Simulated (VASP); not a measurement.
# Mg2Sn (Fm-3m) in VASP: further runs, part 2 of 2

VASP 6.6.1.

### 4 Single point, PBE (26.38 Å³/atom)

This run uses another cell than the first one, of 26.38 Å³/atom.

Input file INCAR:

```
PREC     = Accurate       # precision mode
ENCUT    = 600            # plane-wave cutoff, eV
EDIFF    = 1E-6           # SCF threshold, eV
ISMEAR   = 0              # smearing method
SIGMA    = 0.05           # smearing width, eV
LREAL    = False          # projectors in reciprocal space
LASPH    = True           # aspherical terms in the spheres
NELM     = 120            # most SCF steps
ALGO     = Normal         # electronic algorithm
ISIF     = 2              # what is computed and relaxed
LWAVE    = False          # write WAVECAR
LCHARG   = False          # write CHGCAR
GGA      = PE             # functional
NBANDS   = 16             # bands
GGA_COMPAT= False
```

Input file KPOINTS:

```
Automatic mesh
0
Gamma
  6 6 6
```

Input file POSCAR:

```
Mg2Sn
1.0
    0.0000000000      3.4074667949      3.4074667949
    3.4074667949      0.0000000000      3.4074667949
    3.4074667949      3.4074667949      0.0000000000
Mg Sn
2 1
Direct
    0.2500000000      0.2500000000      0.2500000000
    0.7500000000      0.7500000000      0.7500000000
    0.0000000000      0.0000000000      0.0000000000
```

Potentials or basis: VASP PAW PBE potentials, release 64 (Mg, Sn_d).

The run is started by

```console
$ cat potpaw_PBE.64/Mg/POTCAR potpaw_PBE.64/Sn_d/POTCAR > POTCAR
$ mpirun -np 1 vasp_std > vasp.out
```

OUTCAR:

```text
PREC = Accurate
   ENCUT = 600
   EDIFF = 1E-6
   ISMEAR = 0
   LREAL = False
   LASPH = True
   NELM = 120
   ISIF = 2
   GGA = PE

 ion  position               nearest neighbor table
   1  0.250  0.250  0.250-   3 2.95   3 2.95   3 2.95   3 2.95   2 3.41   2 3.41   2 3.41   2 3.41
                             2 3.41   2 3.41
   2  0.750  0.750  0.750-   3 2.95   3 2.95   3 2.95   3 2.95   1 3.41   1 3.41   1 3.41   1 3.41
                             1 3.41   1 3.41
   3  0.000  0.000  0.000-   1 2.95   2 2.95   2 2.95   2 2.95   2 2.95   1 2.95   1 2.95   1 2.95

  LATTYP: Found a face centered cubic cell.
 ALAT       =     6.8149335898

  Lattice vectors:

 A1 = (   0.0000000000,   3.4074667949,   3.4074667949)
 A2 = (   3.4074667949,   0.0000000000,   3.4074667949)
 A3 = (   3.4074667949,   3.4074667949,   0.0000000000)

Analysis of symmetry for initial positions (statically):
=====================================================================
 Subroutine PRICEL returns:
 Original cell was already a primitive cell.

 Routine SETGRP: Setting up the symmetry group for a
 face centered cubic supercell.

 Subroutine GETGRP returns: Found 48 space group operations
 (whereof 48 operations were pure point group operations)
 out of a pool of 48 trial point group operations.

The static configuration has the point symmetry O_h .

Analysis of symmetry for dynamics (positions and initial velocities):
=====================================================================
 Subroutine PRICEL returns:
 Original cell was already a primitive cell.

 Routine SETGRP: Setting up the symmetry group for a
 face centered cubic supercell.

 Subroutine GETGRP returns: Found 48 space group operations
 (whereof 48 operations were pure point group operations)
 out of a pool of 48 trial point group operations.

The dynamic configuration has the point symmetry O_h .

 Subroutine INISYM returns: Found 48 space group operations
[... 109 lines left out ...]
     AMIX     =   0.40;   BMIX     =  1.00
     AMIX_MAG =   1.60;   BMIX_MAG =  1.00
  volume/ion in A,a.u.               =      26.38       177.99
  Fermi-wavevector in a.u.,A,eV,Ry     =   0.999365  1.888526 13.588546  0.998730
  Thomas-Fermi vector in A             =   2.131650
   LORBIT       =      0    0 simple, 1 ext, 2 COOP (PROOUT), +10 PAW based schemes
   GGA     = PE    functional components
   LHFCALC =     F    Hartree Fock is set to
   AEXX    =    0.0000 exact exchange contribution
   IVDW    =     0    specifies the selected vdW correction
   LEPSILON=     F    determine dielectric tensor
   LRPA    =     F    only Hartree local field effects (RPA)
 non-spin polarized calculation
 Gauss-broadening in eV      SIGMA  =   0.05
  energy-cutoff  :      600.00
  volume of cell :       79.13
 maximum number of plane-waves:      2685
 NGX is ok and might be reduce to    40
   NGX = 19   NGY = 19   NGZ = 19

 number of electron      18.0000004 magnetization

 Free energy of the ion-electron system (eV)
  ---------------------------------------------------
  ext. energy  EPLUGINS =         0.00000000
  ---------------------------------------------------
  free energy    TOTEN  =        -7.40712112 eV

  energy without entropy =       -7.40710710  energy(sigma->0) =       -7.40711411

 E-fermi :   4.0187     XC(G=0):  -8.6706

 val. band max:        3.9184246248   @ k =   0.5000   0.5000   0.0000
 cond. band min:       4.1189980987   @ k =   0.0000   0.0000   0.0000
 fundamental gap:      0.2005734739
 Fermi energy:         4.0187115851

 k-point     1 :       0.0000    0.0000    0.0000
  band No.  band energies     occupation
      1     -16.8447      2.00000
      2     -16.8447      2.00000
      3     -16.8447      2.00000
      4     -16.8087      2.00000
      5     -16.8087      2.00000
      6      -4.8828      2.00000
[... 281 lines left out ...]
      3     -16.8385      2.00000
      4     -16.8098      2.00000
      5     -16.8066      2.00000
      6      -3.1433      2.00000
[... 8 lines left out ...]
     15      11.8799      0.00000
     16      12.2274      0.00000

------------------------ aborting loop because EDIFF is reached ----------------------------------------

  FORCE on cell =-STRESS in cart. coord.  units (eV):
  Direction    XX          YY          ZZ          XY          YZ          ZX
  --------------------------------------------------------------------------------------
  -------------------------------------------------------------------------------------
  Total        0.0148082      0.0148082      0.0148082      0.0000000      0.0000000      0.0000000
  in kB        0.2998390      0.2998390      0.2998390      0.0000000      0.0000000      0.0000000
  external PRESSURE =       0.2998390 kB  Pullay stress =       0.0000000 kB

 VOLUME and BASIS-vectors are now :
 -----------------------------------------------------------------------------
  energy-cutoff  :      600.00
  volume of cell :       79.13
      direct lattice vectors                 reciprocal lattice vectors
     0.000000000  3.407466795  3.407466795    -0.146736573  0.146736573  0.146736573
     3.407466795  0.000000000  3.407466795     0.146736573 -0.146736573  0.146736573
     3.407466795  3.407466795  0.000000000     0.146736573  0.146736573 -0.146736573

 POSITION                                       TOTAL-FORCE (eV/Angst)
 -----------------------------------------------------------------------------------
      1.70373      1.70373      1.70373        -0.000000     -0.000000     -0.000000
      5.11120      5.11120      5.11120         0.000000      0.000000      0.000000
      0.00000      0.00000      0.00000        -0.000000     -0.000000      0.000000
 -----------------------------------------------------------------------------------
    total drift:                               -0.000000      0.000000     -0.000000

  FREE ENERGIE OF THE ION-ELECTRON SYSTEM (eV)
  ---------------------------------------------------
  free  energy   TOTEN  =        -7.4071211233 eV

  energy  without entropy=       -7.4071070968  energy(sigma->0) =       -7.40711411
```

stdout:

```text
POSCAR found type information on POSCAR MgSn
 POSCAR found :  2 types and       3 ions
 scaLAPACK will be used
 LDA part: xc-table for (Slater+PW92), standard interpolation
 POSCAR, INCAR and KPOINTS ok, starting setup
 FFT: planning ... GRIDC
 FFT: planning ... GRID_SOFT
 FFT: planning ... GRID
 WAVECAR not read
 entering main loop
```

Wall time 33 s (1 thread of Intel Xeon 8259CL, shared host); peak memory 0.24 GiB.

Results:

```
Free energy            : -7.4071 eV
Pressure               : 0.0 GPa
Band gap on the k mesh : zero (bands 9 and 10 overlap by 0.20 eV)
```

Caveat: spin-orbit coupling is left out, which moves the levels of the heavy elements.

### 5 The runs side by side

```tsv
cell	gap on the mesh (eV)	pressure (GPa)
a = 4.795 Å, angles 60.0°, 3 atoms	none	0.7
a = 4.802 Å, angles 60.0°, 3 atoms	none	0.5
a = 4.819 Å, angles 60.0°, 3 atoms	none	0.0
```

Alike in all rows: task single point; level PBE; potentials or basis VASP PAW PBE potentials, release 64 (Mg, Sn_d); no spin polarisation; k mesh 6 × 6 × 6; cutoff (eV) 600; smearing gaussian 0.05 eV.

Caveats: spin-orbit coupling is left out, which moves the levels of the heavy elements.

Absolute energies hang on the potentials; compare differences alone.
